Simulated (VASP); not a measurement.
Input of a VASP 6.6.1 run:

File INCAR:

```
ALGO = Normal
EDIFF = 1E-7
EDIFFG = -0.04
ENCUT = 600
GGA = PE
IBRION = 2
ISIF = 3
ISMEAR = 0
LASPH = True
LCHARG = False
LREAL = False
LWAVE = False
NELM = 60
NSW = 90
PREC = Accurate
SIGMA = 0.1
```

KPOINTS

```
k-points
0
Gamma
  4 4 4
```

Contents of POSCAR:

```
K2SiB2
1.0
    2.9646812800     -4.2500627600      0.0000000000
    2.9646812800      4.2500627600      0.0000000000
    0.0000000000      0.0000000000      4.8909365200
K Si B
2 1 2
Direct
    0.2010353400      0.7989646600      0.0000000000
    0.7989646600      0.2010353400      0.0000000000
    0.0000000000      0.0000000000      0.5000000000
    0.5000000000      0.5000000000      0.0000000000
    0.5000000000      0.5000000000      0.5000000000
```

Potentials or basis: VASP PAW PBE potentials, release 64 (K_sv, Si, B).

Launch:

```bash
$ cat potpaw_PBE.64/K_sv/POTCAR potpaw_PBE.64/Si/POTCAR potpaw_PBE.64/B/POTCAR > POTCAR
$ mpirun -np 1 vasp_std > vasp.out
```

(1) What does it give for the relaxed cell?

(2) Predict the space group after relaxing (to 0.1 Å).

(3) Predict the band gap on the k mesh.

(4) Estimate the relaxed volume.

Results:

(1) a = 8.691 Å, b = 8.691 Å, c = 3.273 Å, α = 90.00°, β = 90.00°, γ = 150.66°.

(2) Cmmm (No. 65).

(3) zero (bands 14 and 15 overlap by 0.45 eV).

(4) 24.22 Å³/atom.

Caveat: a cell axis changed by over 15 % at a fixed basis, so the end point is rough.
